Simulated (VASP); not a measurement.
# ZrS2 (P-3m1) in VASP: further runs

The runs below take ZrS2 through phonons, with PBE+D3(BJ).

All numbers are computed with VASP 6.6.1; they aren't measurements. Logs are shortened: lines on timing, memory, paths and dates and some standing lists are left out, and cuts for length are marked.

**1. The cell of the first run**

Symmetry: P-3m1, No. 164, trigonal system. Conventional cell: a = 3.429 Å, b = 3.429 Å, c = 5.203 Å, α = 90.00°, β = 90.00°, γ = 120.00°. Zr (site symmetry -3m) has 6 S at 2.49 Å and 6 Zr at 3.43 Å within 3.5 Å. Within 3.7 Å of S (site symmetry 3m) lie 3 Zr at 2.49 Å and 12 S at 2.95 to 3.60 Å.

**2. Phonons, PBE+D3(BJ)**

INCAR

```
SYSTEM = ZrS2
PREC = Accurate ; ENCUT = 500
EDIFF = 1E-8 ; ISMEAR = -1
SIGMA = 0.15 ; LREAL = .FALSE.
LASPH = .TRUE. ; NELM = 120
ALGO = Normal ; ISIF = 2
LWAVE = .FALSE. ; LCHARG = .FALSE.
GGA = PE ; IVDW = 12
IBRION = 6 ; NFREE = 2
POTIM = 0.015 ; NSW = 1
GGA_COMPAT = .FALSE.
```

KPOINTS

```
regular mesh
0
G
  12 12 8
  0 0 0
```

POSCAR

```
ZrS2
1.0
    3.4289556262      0.0000000000      0.0000000000
   -1.7144778131      2.9695626807      0.0000000000
    0.0000000000      0.0000000000      5.2032484217
Zr S
1 2
Direct
    0.0000000000      0.0000000000      0.0000000000
    0.3333333333      0.6666666667      0.2893594803
    0.6666666667      0.3333333333      0.7106405197
```

Potentials or basis: VASP PAW PBE potentials, release 64 (Zr_sv, S).

Started as:

```console
$ cat potpaw_PBE.64/Zr_sv/POTCAR potpaw_PBE.64/S/POTCAR > POTCAR
$ mpirun -np 1 vasp_std > vasp.out
```

OUTCAR:

```text
SYSTEM = ZrS2
   PREC = Accurate
   ENCUT = 500
   EDIFF = 1E-8
   ISMEAR = -1
   LREAL = .FALSE.
   LASPH = .TRUE.
   NELM = 120
   ISIF = 2
   GGA = PE
   IVDW = 12
   IBRION = 6
   NFREE = 2
   POTIM = 0.015
   NSW = 1
 IVDW          = 12

 ion  position               nearest neighbor table
   1  0.000  0.000  0.000-   2 2.49   3 2.49   2 2.49   3 2.49   3 2.49   2 2.49
   2  0.333  0.667  0.289-   1 2.49   1 2.49   1 2.49
   3  0.667  0.333  0.711-   1 2.49   1 2.49   1 2.49

  LATTYP: Found a hexagonal cell.
 ALAT       =     3.4289556262
 C/A-ratio  =     1.5174440818

  Lattice vectors:

 A1 = (   3.4289556262,   0.0000000000,   0.0000000000)
 A2 = (  -1.7144778131,   2.9695626807,   0.0000000000)
 A3 = (   0.0000000000,   0.0000000000,   5.2032484217)

Analysis of symmetry for initial positions (statically):
=====================================================================
 Subroutine PRICEL returns:
 Original cell was already a primitive cell.

 Routine SETGRP: Setting up the symmetry group for a
 hexagonal supercell.

 Subroutine GETGRP returns: Found 12 space group operations
 (whereof 12 operations were pure point group operations)
 out of a pool of 24 trial point group operations.

The static configuration has the point symmetry D_3d.

Analysis of symmetry for dynamics (positions and initial velocities):
=====================================================================
 Subroutine PRICEL returns:
 Original cell was already a primitive cell.

 Routine SETGRP: Setting up the symmetry group for a
 hexagonal supercell.

 Subroutine GETGRP returns: Found 12 space group operations
 (whereof 12 operations were pure point group operations)
 out of a pool of 24 trial point group operations.

The dynamic configuration has the point symmetry D_3d.

 Subroutine INISYM returns: Found 12 space group operations
 (whereof 12 operations are pure point group operations),
 and found     1 'primitive' translations

----------------------------------------------------------------------------------------

                                     Primitive cell

  volume of cell :      52.9821

[... 126 lines left out ...]
 NGX is ok and might be reduce to    28
   NGX = 13   NGY = 13   NGZ = 19

--------------------------------------- Ionic step        1  -------------------------------------------

 number of electron      24.0000001 magnetization

 Free energy of the ion-electron system (eV)
  ---------------------------------------------------
  ext. energy  EPLUGINS =         0.00000000
  ---------------------------------------------------
  free energy    TOTEN  =       -20.63282230 eV

  energy without entropy =      -20.60528199  energy(sigma->0) =      -20.61905215

------------------------ aborting loop because EDIFF is reached ----------------------------------------

 Edisp (eV)   -1.36968

 E8    (eV) :    -0.5844
[... 319 lines left out ...]
--------------------------------------- Ionic step        9  -------------------------------------------

 number of electron      24.0000001 magnetization

 Free energy of the ion-electron system (eV)
  ---------------------------------------------------
  ext. energy  EPLUGINS =         0.00000000
  ---------------------------------------------------
  free energy    TOTEN  =       -20.63143503 eV

  energy without entropy =      -20.60473507  energy(sigma->0) =      -20.61808505

 E-fermi :   8.0641     XC(G=0): -10.9760

 val. band max:        7.9773516111   @ k =   0.0000   0.0833   0.1250
 cond. band min:       8.0659165037   @ k =   0.5000   0.0000   0.5000
 fundamental gap:      0.0885648926
 Fermi energy:         8.0641099309

 k-point     1 :       0.0000    0.0000    0.0000
  band No.  band energies     occupation
      1     -40.7346      2.00000
      2     -18.9486      2.00000
      3     -18.6482      2.00000
      4     -18.6482      2.00000
      5      -6.2568      2.00000
      6      -3.4844      2.00000
[... 433 lines left out ...]
      3     -18.7855      2.00000
      4     -18.6769      2.00000
      5      -5.8289      2.00000
      6      -3.7118      2.00000
[... 8 lines left out ...]
     15      10.5510      0.00000
     16      12.1597      0.00000

 [... further k-points ...]

------------------------ aborting loop because EDIFF is reached ----------------------------------------

 Edisp (eV)   -1.36952

 E8    (eV) :    -0.5843
[... 26 lines left out ...]
  FREE ENERGIE OF THE ION-ELECTRON SYSTEM (eV)
  ---------------------------------------------------
  free  energy   TOTEN  =       -22.0009522075 eV

  energy  without entropy=      -21.9742522483  energy(sigma->0) =      -21.98760223

 INTERNAL STRAIN TENSORS FROM DISPLACED ATOMS
 ============================================

 INTERNAL STRAIN TENSOR FOR ION    1 for displacements in x,y,z  (eV/Angst):
          X           Y           Z          XY          YZ          ZX
  --------------------------------------------------------------------------------
  x     0.00000     0.00000     0.00000     0.00000     0.00000     0.00000
  y     0.00000     0.00000     0.00000     0.00000     0.00000     0.00000
  z     0.00000     0.00000     0.00000     0.00000     0.00000     0.00000

 INTERNAL STRAIN TENSOR FOR ION    3 for displacements in x,y,z  (eV/Angst):
          X           Y           Z          XY          YZ          ZX
  --------------------------------------------------------------------------------
  x     0.00000     0.00000     0.00000    -5.04479     0.00000    10.99669
  y    -5.04479     5.04479     0.00000     0.00000    10.99669     0.00000
  z    12.23563    12.23563    13.51572     0.00000     0.00000     0.00000

 Eigenvectors and eigenvalues of the dynamical matrix
 ----------------------------------------------------

   1 f  =   11.618227 THz    72.999473 2PiTHz  387.542336 cm-1    48.049104 meV
             X         Y         Z           dx          dy          dz
      0.000000  0.000000  0.000000    -0.000000    0.000000    0.000000
     -0.000000  1.979708  1.505609    -0.000000    0.000000   -0.707107
      1.714478  0.989854  3.697639     0.000000   -0.000000    0.707107
[... 43 lines left out ...]
   9 f/i=    0.002767 THz     0.017384 2PiTHz    0.092290 cm-1     0.011442 meV
             X         Y         Z           dx          dy          dz
      0.000000  0.000000  0.000000    -0.206457   -0.737648    0.000000
     -0.000000  1.979708  1.505609    -0.122517   -0.437738    0.000000
      1.714478  0.989854  3.697639    -0.122517   -0.437738    0.000000

 ELASTIC MODULI CONTR FROM IONIC RELAXATION (kBar)
 Direction    XX          YY          ZZ          XY          YZ          ZX
 --------------------------------------------------------------------------------
 XX        -690.3520   -332.1672   -564.7476     -0.0000    390.3878      0.0000
 YY        -332.1672   -690.3520   -564.7476     -0.0000   -390.3878      0.0000
 ZZ        -564.7476   -564.7476   -623.8314     -0.0000      0.0000      0.0000
 XY          -0.0000     -0.0000     -0.0000   -179.0924     -0.0000    390.3877
 YZ         390.3878   -390.3878      0.0000     -0.0000   -850.9721      0.0000
 ZX           0.0000      0.0000      0.0000    390.3877      0.0000   -850.9718
 --------------------------------------------------------------------------------
```

It took 12 min on 1 thread of Intel Xeon 6975P-C (Granite Rapids), shared host; peak memory 0.79 GiB.

What came out:

```
Highest phonon frequency at Γ, LO-TO splitting left out : 388 cm⁻¹
Dispersion energy per atom                              : -0.457 eV
```

Phonon frequencies in cm⁻¹ (negative: imaginary):
```
              q point                    frequencies
(0.000, 0.000, 0.000)  0 0 0 205 205 270 270 379 388
```

Caveat: the cell stands under pressure or tension, which shifts response properties.

**3. Phonons, PBE+D3(BJ)**

This run uses another cell than the first one, of 21.81 Å³/atom.

INCAR

```
ALGO     = Normal         # electronic algorithm
EDIFF    = 1E-8           # SCF threshold, eV
ENCUT    = 500            # plane-wave cutoff, eV
GGA      = PE             # functional
GGA_COMPAT= F            
IBRION   = 6              # ionic algorithm
ISIF     = 2              # what is computed and relaxed
ISMEAR   = 0              # smearing method
IVDW     = 12             # dispersion correction
LASPH    = T              # aspherical terms in the spheres
LCHARG   = F              # write CHGCAR
LREAL    = F              # projectors in reciprocal space
LWAVE    = F              # write WAVECAR
NELM     = 120            # most SCF steps
NFREE    = 2            
NSW      = 1              # ionic steps
POTIM    = 0.015          # step
PREC     = Accurate       # precision mode
SIGMA    = 0.01           # smearing width, eV
```

KPOINTS

```
k-points
0
Gamma
  12 12 6
```

POSCAR

```
ZrS2
1.0
    3.6346067953      0.0000000000      0.0000000000
   -1.8173033976      3.1476618175      0.0000000000
    0.0000000000      0.0000000000      5.7202132794
Zr S
1 2
Direct
    0.0000000000      0.0000000000      0.0000000000
    0.3333333333      0.6666666667      0.2553325933
    0.6666666667      0.3333333333      0.7446674067
```

Potentials or basis: VASP PAW PBE potentials, release 64 (Zr_sv, S).

Started as:

```console
$ cat potpaw_PBE.64/Zr_sv/POTCAR potpaw_PBE.64/S/POTCAR > POTCAR
$ mpirun -np 1 vasp_std > vasp.out
```

OUTCAR:

```text
EDIFF = 1E-8
   ENCUT = 500
   GGA = PE
   IBRION = 6
   ISIF = 2
   ISMEAR = 0
   IVDW = 12
   LASPH = T
   LREAL = F
   NELM = 120
   NFREE = 2
   NSW = 1
   POTIM = 0.015
   PREC = Accurate
 IVDW          = 12

 ion  position               nearest neighbor table
   1  0.000  0.000  0.000-   2 2.56   3 2.56   2 2.56   3 2.56   3 2.56   2 2.56
   2  0.333  0.667  0.255-   1 2.56   1 2.56   1 2.56
   3  0.667  0.333  0.745-   1 2.56   1 2.56   1 2.56

  LATTYP: Found a hexagonal cell.
 ALAT       =     3.6346067953
 C/A-ratio  =     1.5738190130

  Lattice vectors:

 A1 = (   3.6346067953,   0.0000000000,   0.0000000000)
 A2 = (  -1.8173033976,   3.1476618175,   0.0000000000)
 A3 = (   0.0000000000,   0.0000000000,   5.7202132794)

Analysis of symmetry for initial positions (statically):
=====================================================================
 Subroutine PRICEL returns:
 Original cell was already a primitive cell.

 Routine SETGRP: Setting up the symmetry group for a
 hexagonal supercell.

 Subroutine GETGRP returns: Found 12 space group operations
 (whereof 12 operations were pure point group operations)
 out of a pool of 24 trial point group operations.

The static configuration has the point symmetry D_3d.

Analysis of symmetry for dynamics (positions and initial velocities):
=====================================================================
 Subroutine PRICEL returns:
 Original cell was already a primitive cell.

 Routine SETGRP: Setting up the symmetry group for a
 hexagonal supercell.

 Subroutine GETGRP returns: Found 12 space group operations
[... 160 lines left out ...]

 E8    (eV) :    -0.4630
[... 319 lines left out ...]
--------------------------------------- Ionic step        9  -------------------------------------------

 number of electron      24.0000002 magnetization

 Free energy of the ion-electron system (eV)
  ---------------------------------------------------
  ext. energy  EPLUGINS =         0.00000000
  ---------------------------------------------------
  free energy    TOTEN  =       -21.36614817 eV

  energy without entropy =      -21.36614817  energy(sigma->0) =      -21.36614817

 E-fermi :   5.3083     XC(G=0):  -9.8153

 val. band max:        5.2562434456   @ k =   0.0000   0.0000   0.0000
 cond. band min:       5.9463530040   @ k =   0.5000  -0.0000   0.5000
 fundamental gap:      0.6901095584
 Fermi energy:         5.3083112109

 k-point     1 :       0.0000    0.0000    0.0000
  band No.  band energies     occupation
      1     -43.8288      2.00000
      2     -21.9098      2.00000
      3     -21.7425      2.00000
      4     -21.7425      2.00000
      5      -7.7554      2.00000
      6      -6.1220      2.00000
[... 433 lines left out ...]
      3     -21.8164      2.00000
      4     -21.7584      2.00000
      5      -7.4147      2.00000
      6      -6.2787      2.00000
[... 8 lines left out ...]
     15       7.9648      0.00000
     16       9.7260      0.00000

 [... further k-points ...]

------------------------ aborting loop because EDIFF is reached ----------------------------------------

 Edisp (eV)   -1.08994

 E8    (eV) :    -0.4629
[... 26 lines left out ...]
  FREE ENERGIE OF THE ION-ELECTRON SYSTEM (eV)
  ---------------------------------------------------
  free  energy   TOTEN  =       -22.4560841202 eV

  energy  without entropy=      -22.4560841202  energy(sigma->0) =      -22.45608412

 INTERNAL STRAIN TENSORS FROM DISPLACED ATOMS
 ============================================

 INTERNAL STRAIN TENSOR FOR ION    1 for displacements in x,y,z  (eV/Angst):
          X           Y           Z          XY          YZ          ZX
  --------------------------------------------------------------------------------
  x     0.00000     0.00000     0.00000     0.00000     0.00000     0.00000
  y     0.00000     0.00000     0.00000     0.00000     0.00000     0.00000
  z     0.00000     0.00000     0.00000     0.00000     0.00000     0.00000

 INTERNAL STRAIN TENSOR FOR ION    3 for displacements in x,y,z  (eV/Angst):
          X           Y           Z          XY          YZ          ZX
  --------------------------------------------------------------------------------
  x    -0.00000     0.00000     0.00000    -3.55809     0.00000    10.20014
  y    -3.55809     3.55809     0.00000     0.00000    10.20014     0.00000
  z     9.86299     9.86299    15.02867     0.00000     0.00000    -0.00000

 Eigenvectors and eigenvalues of the dynamical matrix
 ----------------------------------------------------

   1 f  =    9.713792 THz    61.033557 2PiTHz  324.017234 cm-1    40.172999 meV
             X         Y         Z           dx          dy          dz
      0.000000  0.000000  0.000000    -0.000000   -0.000000   -0.642455
     -0.000000  2.098441  1.460557    -0.000000   -0.000000    0.541872
      1.817303  1.049221  4.259656     0.000000    0.000000    0.541872
[... 43 lines left out ...]
   9 f/i=    0.003790 THz     0.023814 2PiTHz    0.126422 cm-1     0.015674 meV
             X         Y         Z           dx          dy          dz
      0.000000  0.000000  0.000000     0.203178    0.738323    0.000000
     -0.000000  2.098441  1.460557     0.120657    0.438453    0.000000
      1.817303  1.049221  4.259656     0.120657    0.438453    0.000000

 ELASTIC MODULI CONTR FROM IONIC RELAXATION (kBar)
 Direction    XX          YY          ZZ          XY          YZ          ZX
 --------------------------------------------------------------------------------
 XX        -474.7204   -306.5874   -595.2567     -0.0000    240.9969      0.0000
 YY        -306.5874   -474.7204   -595.2567     -0.0000   -240.9969     -0.0000
 ZZ        -595.2567   -595.2567   -907.0191     -0.0000      0.0000     -0.0000
 XY          -0.0000     -0.0000     -0.0000    -84.0665     -0.0000    240.9969
 YZ         240.9969   -240.9969      0.0000     -0.0000   -690.8757     -0.0000
 ZX           0.0000     -0.0000     -0.0000    240.9969     -0.0000   -690.8755
 --------------------------------------------------------------------------------
```

OSZICAR:

```text
N       E                     dE             d eps       ncg     rms          rms(c)
DAV:   1     0.171730647277E+03    0.17173E+03   -0.12077E+04  3200   0.135E+03
DAV:   2    -0.139424494207E+02   -0.18567E+03   -0.18310E+03  4344   0.313E+02
DAV:   3    -0.231947643474E+02   -0.92523E+01   -0.92414E+01  5616   0.658E+01
[... 102 lines left out ...]
DAV:   5    -0.213661479836E+02    0.14377E-05   -0.54242E-05  4320   0.420E-02    0.214E-02
DAV:   6    -0.213661482353E+02   -0.25170E-06   -0.50910E-06  4200   0.136E-02    0.142E-02
DAV:   7    -0.213661481291E+02    0.10623E-06   -0.84016E-07  4056   0.518E-03    0.499E-03
DAV:   8    -0.213661481878E+02   -0.58716E-07   -0.31830E-07  4040   0.325E-03    0.149E-03
DAV:   9    -0.213661481757E+02    0.12143E-07   -0.27402E-08  3896   0.103E-03    0.408E-04
DAV:  10    -0.213661481678E+02    0.78649E-08   -0.58502E-09  2408   0.448E-04
   9 F= -.22456084E+02 E0= -.22456084E+02  d E =-.109891E-16
```

Wall time 14 min (1 thread of AMD EPYC 9R14 (Zen 4), shared host); peak memory 0.71 GiB.

Results:

```
Highest phonon frequency at Γ, LO-TO splitting left out : 324 cm⁻¹
Dispersion energy per atom                              : -0.363 eV
```

Phonon frequencies in cm⁻¹ (negative: imaginary):
```tsv
q point	frequencies
(0.000, 0.000, 0.000)	0 0 0 157 157 250 250 322 324
```

(Part 1 of 2 ends here.)
